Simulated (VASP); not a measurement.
WS2 (Tungstenite), 3 atoms in the cell. The typed cell holds 3 atoms: a = 6.501 Å, b = 6.501 Å, c = 6.501 Å, α = 28.24°, β = 28.24°, γ = 28.24°. 

- Program: VASP 6.6.1
- Task: single point
- Functional: r2SCAN
- Potentials or basis: VASP PAW PBE potentials, release 64 (W_sv, S)
- Cutoff: 520 eV
- k mesh: 6 × 6 × 6
- Occupations: fermi-dirac, width 0.146 eV
- Spin: no spin polarisation
- Dipole correction: no
- Further INCAR settings: ALGO = Normal; EDIFF = 1e-07; NBANDS = 20

Potentials or basis: VASP PAW PBE potentials, release 64 (W_sv, S).

Command:

```sh
$ cat potpaw_PBE.64/W_sv/POTCAR potpaw_PBE.64/S/POTCAR > POTCAR
$ cp INCAR.step1 INCAR
$ mpirun -np 1 vasp_std > vasp.out
$ cp INCAR.step2 INCAR
$ mpirun -np 1 vasp_std > vasp.out
```

Hardware: 1 thread of Intel(R) Xeon(R) 6975P-C (Granite Rapids), on a shared host.

Question: Estimate the wall time of this run.

Answer: Wall time 9.8 min on 1 thread of Intel(R) Xeon(R) 6975P-C (Granite Rapids), with other jobs on the host, peak memory 0.41 GiB. Counts: k points 112.
